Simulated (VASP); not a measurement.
# Ta (Im-3m) in VASP: further runs

Ta is run at these levels: PBE; tasks: single point.

Everything below comes from runs of VASP 6.6.1. Logs are shortened: lines on timing, memory, paths and dates and some standing lists are left out, and cuts for length are marked.

**1. The cell of the first run**

Symmetry: Im-3m, No. 229, cubic system. The conventional cell has a = 3.226 Å, b = 3.226 Å, c = 3.226 Å, α = 90.00°, β = 90.00°, γ = 90.00°. Ta (site symmetry m-3m) has 14 Ta at 2.79 to 3.23 Å within 3.7 Å.

**2. Single point, PBE**

File INCAR:

```
PREC = Accurate ; ENCUT = 520
EDIFF = 1E-7 ; ISMEAR = -1
SIGMA = 0.1 ; LREAL = False
LASPH = True ; NELM = 60
ALGO = Normal ; ISIF = 2
LWAVE = False ; LCHARG = False
GGA = PE ; NBANDS = 12
```

File KPOINTS:

```
Automatic mesh
0
Gamma
  14 14 14
```

File POSCAR:

```
Ta
1.0
   -1.6130871531      1.6130871531      1.6130871531
    1.6130871531     -1.6130871531      1.6130871531
    1.6130871531      1.6130871531     -1.6130871531
Ta
1
Direct
    0.0000000000      0.0000000000      0.0000000000
```

Potentials or basis: VASP PAW PBE potentials, release 64 (Ta_pv).

Launch:

```
> cat potpaw_PBE.64/Ta_pv/POTCAR > POTCAR
> mpirun -np 1 vasp_std > vasp.out
```

OUTCAR:

```text
PREC = Accurate
   ENCUT = 520
   EDIFF = 1E-7
   ISMEAR = -1
   LREAL = False
   LASPH = True
   NELM = 60
   ISIF = 2
   GGA = PE

 ion  position               nearest neighbor table
   1  0.000  0.000  0.000-

  LATTYP: Found a body centered cubic cell.
 ALAT       =     3.2261743062

  Lattice vectors:

 A1 = (  -1.6130871531,   1.6130871531,   1.6130871531)
 A2 = (   1.6130871531,  -1.6130871531,   1.6130871531)
 A3 = (   1.6130871531,   1.6130871531,  -1.6130871531)

Analysis of symmetry for initial positions (statically):
=====================================================================
 Subroutine PRICEL returns:
 Original cell was already a primitive cell.

 Routine SETGRP: Setting up the symmetry group for a
 body centered cubic supercell.

 Subroutine GETGRP returns: Found 48 space group operations
 (whereof 48 operations were pure point group operations)
 out of a pool of 48 trial point group operations.

The static configuration has the point symmetry O_h .

Analysis of symmetry for dynamics (positions and initial velocities):
=====================================================================
 Subroutine PRICEL returns:
 Original cell was already a primitive cell.

 Routine SETGRP: Setting up the symmetry group for a
 body centered cubic supercell.

 Subroutine GETGRP returns: Found 48 space group operations
 (whereof 48 operations were pure point group operations)
 out of a pool of 48 trial point group operations.

The dynamic configuration has the point symmetry O_h .

 Subroutine INISYM returns: Found 48 space group operations
 (whereof 48 operations are pure point group operations),
 and found     1 'primitive' translations

----------------------------------------------------------------------------------------

                                     Primitive cell

  volume of cell :      16.7893

  direct lattice vectors                    reciprocal lattice vectors
    -1.613087153  1.613087153  1.613087153     0.000000000  0.309964653  0.309964653
     1.613087153 -1.613087153  1.613087153     0.309964653  0.000000000  0.309964653
     1.613087153  1.613087153 -1.613087153     0.309964653  0.309964653  0.000000000

  length of vectors
     2.793948906  2.793948906  2.793948906     0.438356216  0.438356216  0.438356216

  position of ions in fractional coordinates (direct lattice)
     0.000000000  0.000000000  0.000000000

  ion indices of the primitive-cell ions
   primitive index   ion index
                 1           1

----------------------------------------------------------------------------------------

 KPOINTS: Automatic mesh

Automatic generation of k-mesh.
 Grid dimensions read from file:
 generate k-points for:   14   14   14

 Generating k-lattice:

  Cartesian coordinates                     Fractional coordinates (reciprocal lattice)
     0.000000000  0.022140332  0.022140332     0.071428571  0.000000000  0.000000000
     0.022140332  0.000000000  0.022140332     0.000000000  0.071428571  0.000000000
     0.022140332  0.022140332  0.000000000     0.000000000  0.000000000  0.071428571

  Length of vectors
     0.031311158  0.031311158  0.031311158

  Shift w.r.t. Gamma in fractional coordinates (k-lattice)
     0.000000000  0.000000000  0.000000000

 Subroutine IBZKPT returns following result:
 ===========================================

 Found    104 irreducible k-points:

 Following reciprocal coordinates:
            Coordinates               Weight
  0.000000  0.000000  0.000000      1.000000
  0.071429  0.000000  0.000000     12.000000
  0.142857  0.000000  0.000000     12.000000
  0.214286  0.000000  0.000000     12.000000
  0.285714  0.000000  0.000000     12.000000
  0.357143  0.000000  0.000000     12.000000
[... 16 lines left out ...]
  0.285714  0.285714  0.000000     24.000000
  0.357143  0.285714  0.000000     24.000000
 [... further k-points ...]
   k-points           NKPTS =    104   k-points in BZ     NKDIM =    104   number of bands    NBANDS=     12
   number of dos      NEDOS =    301   number of ions     NIONS =      1
   total plane-waves  NPLWV =  13824
   dimension x,y,z NGX =    24 NGY =   24 NGZ =   24
   dimension x,y,z NGXF=    48 NGYF=   48 NGZF=   48
   ions per type =               1
   NGX,Y,Z   is equivalent  to a cutoff of  14.28, 14.28, 14.28 a.u.
   NGXF,Y,Z  is equivalent  to a cutoff of  28.56, 28.56, 28.56 a.u.
 SYSTEM =  unknown system
   PREC   = accura    normal or accurate (medium, high low for compatibility)
   ISTART =      0    job   : 0-new  1-cont  2-samecut
   ICHARG =      2    charge: 1-file 2-atom 10-const
   ISPIN  =      1    spin polarized calculation?
   LNONCOLLINEAR =      F non collinear calculations
   LSORBIT =      F    spin-orbit coupling
   LASPH  =      T    aspherical Exc in radial PAW
   ENCUT  =  520.0 eV  38.22 Ry    6.18 a.u.   5.19  5.19  5.19*2*pi/ulx,y,z
   NELM   =     60;   NELMIN=  2; NELMDL= -5     # of ELM steps
   EDIFF  = 0.1E-06   stopping-criterion for ELM
   LREAL  =      F    real-space projection
   EDIFFG = 0.1E-05   stopping-criterion for IOM
   NSW    =      0    number of steps for IOM
   IBRION =     -1    ionic relax: 0-MD 1-quasi-New 2-CG
   NFREE  =      0    steps in history (QN), initial steepest desc. (CG)
   ISIF   =      2    stress and relaxation
   ISYM   =      2    0-nonsym 1-usesym 2-fastsym
   POTIM  = 0.5000    time-step for ionic-motion
   TEBEG  =    0.0;   TEEND  =   0.0 temperature during run
   PSTRESS=    0.0 pullay stress
   NELECT =      11.0000    total number of electrons
   NUPDOWN=      -1.0000    fix difference up-down
   EMIN   =  10.00;   EMAX   =-10.00  energy-range for DOS
   EFERMI =   0.00;   METHOD = LEGACY
   ISMEAR =    -1;   SIGMA  =   0.10  broadening in eV -4-tet -1-fermi 0-gaus
   EFERMI_NEDOS =   21; number of points for ismear=-14 and -15
   IALGO  =     38    algorithm
   IMIX   =      4    mixing-type and parameters
     AMIX     =   0.40;   BMIX     =  1.00
     AMIX_MAG =   1.60;   BMIX_MAG =  1.00
  volume/ion in A,a.u.               =      16.79       113.30
  Fermi-wavevector in a.u.,A,eV,Ry     =   1.421874  2.686953 27.507263  2.021727
  Thomas-Fermi vector in A             =   2.542638
   LORBIT       =      0    0 simple, 1 ext, 2 COOP (PROOUT), +10 PAW based schemes
   GGA     = PE    functional components
   LHFCALC =     F    Hartree Fock is set to
   AEXX    =    0.0000 exact exchange contribution
   IVDW    =     0    specifies the selected vdW correction
   LEPSILON=     F    determine dielectric tensor
   LRPA    =     F    only Hartree local field effects (RPA)
 non-spin polarized calculation
  energy-cutoff  :      520.00
  volume of cell :       16.79
 maximum number of plane-waves:       466
 NGX is ok and might be reduce to    24
   NGX = 11   NGY = 11   NGZ = 11

 number of electron      10.9999998 magnetization

 Free energy of the ion-electron system (eV)
  ---------------------------------------------------
  ext. energy  EPLUGINS =         0.00000000
  ---------------------------------------------------
  free energy    TOTEN  =       -11.74771353 eV

  energy without entropy =      -11.71013791  energy(sigma->0) =      -11.72892572

 E-fermi :   6.0737     XC(G=0): -12.9821

 val. band max:        6.0658852817   @ k =  -0.3571   0.3571   0.0714
 cond. band min:       6.1017997383   @ k =   0.2143   0.0000   0.0000
 fundamental gap:      0.0359144566
 Fermi energy:         6.0736571583

 k-point     1 :       0.0000    0.0000    0.0000
  band No.  band energies     occupation
      1     -26.7176      2.00000
      2     -26.7176      2.00000
      3     -26.7176      2.00000
      4      -2.1089      2.00000
      5       6.7998      0.00140
      6       6.7998      0.00140
      7       6.7998      0.00140
      8      10.3283      0.00000
      9      10.3283      0.00000
     10      21.4152      0.00000
     11      21.4152      0.00000
     12      21.4152      0.00000

 k-point     2 :       0.0714    0.0000    0.0000
  band No.  band energies     occupation
      1     -26.7983      2.00000
      2     -26.7418      2.00000
      3     -26.7181      2.00000
      4      -1.8600      2.00000
      5       6.6359      0.00721
      6       6.7499      0.00231
      7       7.0448      0.00012
      8      10.0631      0.00000
      9      10.3272      0.00000
     10      21.0092      0.00000
     11      21.6439      0.00000
     12      21.8470      0.00000

 k-point     3 :       0.1429    0.0000    0.0000
  band No.  band energies     occupation
      1     -27.0194      2.00000
      2     -26.8092      2.00000
      3     -26.7198      2.00000
      4      -1.1626      2.00000
      5       6.2095      0.40913
      6       6.5199      0.02279
      7       7.7674      0.00000
      8       9.6474      0.00000
      9      10.3483      0.00000
     10      21.0088      0.00000
     11      22.1477      0.00000
     12      23.0722      0.00000

 k-point     4 :       0.2143    0.0000    0.0000
  band No.  band energies     occupation
      1     -27.3269      2.00000
      2     -26.9052      2.00000
      3     -26.7222      2.00000
      4      -0.1786      2.00000
      5       5.6611      1.96822
      6       6.1018      0.86021
      7       8.9280      0.00000
      8       9.5901      0.00000
      9      10.4420      0.00000
     10      21.0075      0.00000
     11      22.2115      0.00000
     12      24.4032      0.00000

 k-point     5 :       0.2857    0.0000    0.0000
  band No.  band energies     occupation
      1     -27.6533      2.00000
      2     -27.0098      2.00000
      3     -26.7250      2.00000
      4       0.7698      2.00000
      5       5.1227      1.99985
      6       5.9059      1.68509
      7       9.8740      0.00000
      8      10.4518      0.00000
      9      10.6445      0.00000
     10      21.0026      0.00000
     11      21.2021      0.00000
     12      23.0338      0.00000

 k-point     6 :       0.3571    0.0000    0.0000
  band No.  band energies     occupation
      1     -27.9352      2.00000
      2     -27.1024      2.00000
      3     -26.7276      2.00000
      4       1.2854      2.00000
      5       4.6859      2.00000
      6       6.4061      0.06946
      7      10.2195      0.00000
      8      10.9418      0.00000
      9      12.1944      0.00000
     10      19.8210      0.00000
     11      20.8949      0.00000
     12      21.1934      0.00000

 k-point     7 :       0.4286    0.0000    0.0000
  band No.  band energies     occupation
      1     -28.1242      2.00000
      2     -27.1656      2.00000
      3     -26.7294      2.00000
      4       1.3799      2.00000
      5       4.4053      2.00000
      6       7.4154      0.00000
      7      10.3420      0.00000
      8      11.2403      0.00000
      9      13.8240      0.00000
     10      18.7489      0.00000
     11      19.5513      0.00000
     12      21.0283      0.00000

 k-point     8 :       0.5000    0.0000    0.0000
  band No.  band energies     occupation
      1     -28.1906      2.00000
      2     -27.1879      2.00000
      3     -26.7300      2.00000
      4       1.3679      2.00000
      5       4.3089      2.00000
      6       8.0115      0.00000
      7      10.2629      0.00000
      8      11.3734      0.00000
      9      14.5817      0.00000
     10      18.3437      0.00000
     11      18.9859      0.00000
     12      21.0245      0.00000
[... 166 lines left out ...]
 k-point    20 :       0.2143    0.2143    0.0000
  band No.  band energies     occupation
      1     -27.8527      2.00000
      2     -27.1834      2.00000
      3     -26.8489      2.00000
      4       2.2422      2.00000
      5       4.6662      2.00000
      6       5.3680      1.99828
      7       9.5441      0.00000
      8      11.3129      0.00000
      9      13.1773      0.00000
     10      19.9998      0.00000
     11      21.0237      0.00000
     12      23.1466      0.00000

 k-point    21 :       0.2857    0.2143    0.0000
  band No.  band energies     occupation
      1     -27.9466      2.00000
      2     -27.3302      2.00000
      3     -26.8691      2.00000
      4       2.6899      2.00000
      5       4.5306      2.00000
      6       5.6396      1.97428
      7       9.9253      0.00000
      8      11.3212      0.00000
      9      15.0131      0.00000
     10      18.4119      0.00000
     11      21.0176      0.00000
     12      21.7991      0.00000

 k-point    22 :       0.3571    0.2143    0.0000
  band No.  band energies     occupation
      1     -27.9864      2.00000
      2     -27.4257      2.00000
      3     -26.8776      2.00000
      4       2.7496      2.00000
      5       4.5378      2.00000
      6       6.0225      1.25021
      7      10.1299      0.00000
      8      11.5245      0.00000
      9      16.4488      0.00000
     10      17.0085      0.00000
     11      20.7241      0.00000
     12      21.0187      0.00000

 k-point    23 :       0.2857    0.2857    0.0000
  band No.  band energies     occupation
      1     -27.9064      2.00000
      2     -27.5159      2.00000
      3     -26.8952      2.00000
      4       3.1727      2.00000
      5       4.5640      2.00000
      6       5.5292      1.99140
      7      10.3482      0.00000
      8      11.2388      0.00000
      9      16.7151      0.00000
     10      16.8893      0.00000
     11      20.9697      0.00000
     12      21.0164      0.00000

 k-point    24 :       0.3571    0.2857    0.0000
  band No.  band energies     occupation
      1     -27.8505      2.00000
      2     -27.6255      2.00000
      3     -26.9029      2.00000
      4       3.2953      2.00000
      5       4.7326      2.00000
      6       5.3868      1.99792
      7      10.6117      0.00000
      8      11.2564      0.00000
      9      15.8832      0.00000
     10      18.1052      0.00000
     11      19.9647      0.00000
     12      21.0158      0.00000

 [... further k-points ...]
[... 5 lines left out ...]
  --------------------------------------------------------------------------------------
  -------------------------------------------------------------------------------------
  Total        2.1205855      2.1205855      2.1205855      0.0000000     -0.0000000      0.0000000
  in kB      202.3638269    202.3638269    202.3638269      0.0000000     -0.0000000      0.0000000
  external PRESSURE =     202.3638269 kB  Pullay stress =       0.0000000 kB

 VOLUME and BASIS-vectors are now :
 -----------------------------------------------------------------------------
  energy-cutoff  :      520.00
  volume of cell :       16.79
      direct lattice vectors                 reciprocal lattice vectors
    -1.613087153  1.613087153  1.613087153     0.000000000  0.309964653  0.309964653
     1.613087153 -1.613087153  1.613087153     0.309964653  0.000000000  0.309964653
     1.613087153  1.613087153 -1.613087153     0.309964653  0.309964653  0.000000000

 POSITION                                       TOTAL-FORCE (eV/Angst)
 -----------------------------------------------------------------------------------
      0.00000      0.00000      0.00000         0.000000      0.000000     -0.000000
 -----------------------------------------------------------------------------------
    total drift:                               -0.000000      0.000000     -0.000000

  FREE ENERGIE OF THE ION-ELECTRON SYSTEM (eV)
  ---------------------------------------------------
  free  energy   TOTEN  =       -11.7477135292 eV

  energy  without entropy=      -11.7101379147  energy(sigma->0) =      -11.72892572
```

Run time: 15 s. Hardware: 1 thread of Intel Xeon Platinum 8488C (Sapphire Rapids), shared host; peak memory 0.15 GiB.

What came out:

```
Free energy : -11.7477 eV
Pressure    : 20.2 GPa
```

Caveat: spin-orbit coupling is left out, which moves the levels of the heavy elements.

**3. Single point, PBE**

This run uses another cell than the first one, of 17.46 Å³/atom, 1.040 times its volume.

File INCAR:

```
PREC = Accurate ; ENCUT = 520
EDIFF = 1E-6 ; ISMEAR = -1
SIGMA = 0.1 ; LREAL = F
LASPH = T ; NELM = 100
ALGO = Normal ; ISIF = 2
LWAVE = F ; LCHARG = F
GGA = PE ; NBANDS = 12
```

KPOINTS is that of step 2.

File POSCAR:

```
Ta
1.0
   -1.6343377725      1.6343377725      1.6343377725
    1.6343377725     -1.6343377725      1.6343377725
    1.6343377725      1.6343377725     -1.6343377725
Ta
1
Direct
    0.0000000000      0.0000000000      0.0000000000
```

Potentials or basis: VASP PAW PBE potentials, release 64 (Ta_pv).

Launch:

```
> cat potpaw_PBE.64/Ta_pv/POTCAR > POTCAR
> mpirun -np 1 vasp_std > vasp.out
```

OUTCAR:

```text
PREC = Accurate
   ENCUT = 520
   EDIFF = 1E-6
   ISMEAR = -1
   LREAL = F
   LASPH = T
   NELM = 100
   ISIF = 2
   GGA = PE

 ion  position               nearest neighbor table
   1  0.000  0.000  0.000-

  LATTYP: Found a body centered cubic cell.
 ALAT       =     3.2686755450

  Lattice vectors:

 A1 = (  -1.6343377725,   1.6343377725,   1.6343377725)
 A2 = (   1.6343377725,  -1.6343377725,   1.6343377725)
 A3 = (   1.6343377725,   1.6343377725,  -1.6343377725)

[... 528 lines left out ...]
      3     -27.3684      2.00000
      4       3.0914      2.00000
      5       4.4483      2.00000
      6       5.0430      1.99831
      7      10.1057      0.00000
      8      10.7098      0.00000
      9      15.0633      0.00000
     10      17.2409      0.00000
     11      19.0623      0.00000
     12      20.5526      0.00000

 [... further k-points ...]
[... 5 lines left out ...]
  --------------------------------------------------------------------------------------
  -------------------------------------------------------------------------------------
  Total        1.1121035      1.1121035      1.1121035      0.0000000     -0.0000000      0.0000000
  in kB      102.0399790    102.0399790    102.0399790      0.0000000     -0.0000000      0.0000000
  external PRESSURE =     102.0399790 kB  Pullay stress =       0.0000000 kB

 VOLUME and BASIS-vectors are now :
 -----------------------------------------------------------------------------
  energy-cutoff  :      520.00
  volume of cell :       17.46
      direct lattice vectors                 reciprocal lattice vectors
    -1.634337772  1.634337772  1.634337772     0.000000000  0.305934311  0.305934311
     1.634337772 -1.634337772  1.634337772     0.305934311  0.000000000  0.305934311
     1.634337772  1.634337772 -1.634337772     0.305934311  0.305934311  0.000000000

 POSITION                                       TOTAL-FORCE (eV/Angst)
 -----------------------------------------------------------------------------------
      0.00000      0.00000      0.00000         0.000000      0.000000     -0.000000
 -----------------------------------------------------------------------------------
    total drift:                                0.000000      0.000000      0.000000

  FREE ENERGIE OF THE ION-ELECTRON SYSTEM (eV)
  ---------------------------------------------------
  free  energy   TOTEN  =       -11.8112088696 eV

  energy  without entropy=      -11.7733793850  energy(sigma->0) =      -11.79229413
```

OSZICAR:

```text
N       E                     dE             d eps       ncg     rms          rms(c)
DAV:   1     0.618391300028E+02    0.61839E+02   -0.61295E+03  2504   0.881E+02
DAV:   2    -0.111997994070E+02   -0.73039E+02   -0.71230E+02  2764   0.249E+02
DAV:   3    -0.122439982305E+02   -0.10442E+01   -0.10261E+01  2992   0.278E+01
DAV:   4    -0.122467947085E+02   -0.27965E-02   -0.27962E-02  2764   0.155E+00
DAV:   5    -0.122468023292E+02   -0.76207E-05   -0.76207E-05  3000   0.812E-02    0.143E+01
DAV:   6    -0.119160479486E+02    0.33075E+00   -0.26340E-01  2920   0.556E+00    0.707E+00
DAV:   7    -0.118120458911E+02    0.10400E+00   -0.24039E-01  2876   0.500E+00    0.387E-01
DAV:   8    -0.118112209437E+02    0.82495E-03   -0.76157E-03  2640   0.688E-01    0.901E-02
DAV:   9    -0.118112154334E+02    0.55103E-05   -0.58774E-05  2952   0.868E-02    0.271E-02
DAV:  10    -0.118112090320E+02    0.64013E-05   -0.26478E-06  2680   0.185E-02    0.263E-03
DAV:  11    -0.118112088696E+02    0.16246E-06   -0.94406E-08  1464   0.346E-03
   1 F= -.11811209E+02 E0= -.11792294E+02  d E =-.378295E-01
```

stdout:

```text
POSCAR found type information on POSCAR Ta
 POSCAR found :  1 types and       1 ions
 scaLAPACK will be used
 LDA part: xc-table for (Slater+PW92), standard interpolation
 POSCAR, INCAR and KPOINTS ok, starting setup
 FFT: planning ... GRIDC
 FFT: planning ... GRID_SOFT
 FFT: planning ... GRID
 WAVECAR not read
 entering main loop
```

Run time: 14 s. Hardware: 1 thread of Intel Xeon Platinum 8488C (Sapphire Rapids), shared host; peak memory 0.15 GiB.

Results:

```
Free energy : -11.8112 eV
Pressure    : 10.2 GPa
```

Caveat: spin-orbit coupling is left out, which moves the levels of the heavy elements.
